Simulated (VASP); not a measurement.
Set up this calculation in VASP 6.6.1, as the native input.

| Quantity | Value |
| --- | --- |
| Task | single point |
| Functional | LDA |
| Potentials or basis | VASP PAW LDA potentials, release 64 (W_sv, Se) |
| Cutoff | 500 eV |
| k mesh | 6 × 6 × 2 |
| Occupations | gaussian, width 0.05 eV |
| Spin | collinear spin, zero start |
| Starting moments | [0.0, 0.0, 0.0, 0.0, 0.0, 0.0] μB |
| Fixed moment | 0 μB |
| Hubbard terms | W d U = 2.0 eV |
| Dipole correction | no |
| Further INCAR settings | ALGO = Normal; EDIFF = 1e-06; NBANDS = 39 |

The structure of WSe2 lies in POSCAR:

```
WSe2
1.0
    3.7635277800      0.0000000000      0.0000000000
   -1.8817638900      3.2593106700      0.0000000000
    0.0000000000      0.0000000000     12.1427028400
W Se
2 4
Direct
    0.0000000000      0.0000000000      0.0000000000
    0.0000000000      0.0000000000      0.5000000000
    0.3333333333      0.6666666667      0.1260000000
    0.6666666667      0.3333333333      0.3740000000
    0.3333333333      0.6666666667      0.6260000000
    0.6666666667      0.3333333333      0.8740000000
```

The input as run:

INCAR

```
SYSTEM = WSe2
  PREC = Accurate
  ENCUT = 500
  EDIFF = 1E-6
  ISMEAR = 0
  SIGMA = 0.05
  LREAL = .False.
  LASPH = .True.
  NELM = 200
  ALGO = Normal
  ISIF = 2
  LWAVE = .False.
  LCHARG = .False.
  ISPIN = 2
  MAGMOM = 0 0 0 0 0 0
  LORBIT = 11
  NUPDOWN = 0.0
  LMAXMIX = 4
  LDAU = .True.
  LDAUTYPE = 2
  LDAUL = 2 -1
  LDAUU = 2 0
  LDAUJ = 0 0
  LDAUPRINT = 1
  GGA = CA
  NBANDS = 39
  GGA_COMPAT = .False.
```

KPOINTS

```
Automatic mesh
0
Gamma
  6 6 2
  0 0 0
```

Potentials or basis: VASP PAW LDA potentials, release 64 (W_sv, Se).

The run is started by

```bash
$ cat potpaw_LDA.64/W_sv/POTCAR potpaw_LDA.64/Se/POTCAR > POTCAR
$ mpirun -np 1 vasp_std > vasp.out
```

It gave:

```json
{
 "Pressure": "-14.8 GPa",
 "Largest force": "0.923 eV/Å",
 "Net moment": "0.00 μB per cell",
 "Valence electrons inside the program's atomic spheres": "W 11.65; Se 3.80"
}
```

Caveat: the stress differs along the axes, from -18 to -8 GPa; the total moment is fixed, so each spin has its own Fermi level.

It took 3.4 min on 1 thread of Oxide Virtual Turin-like Processor, with other jobs on the host, peak memory 0.24 GiB.
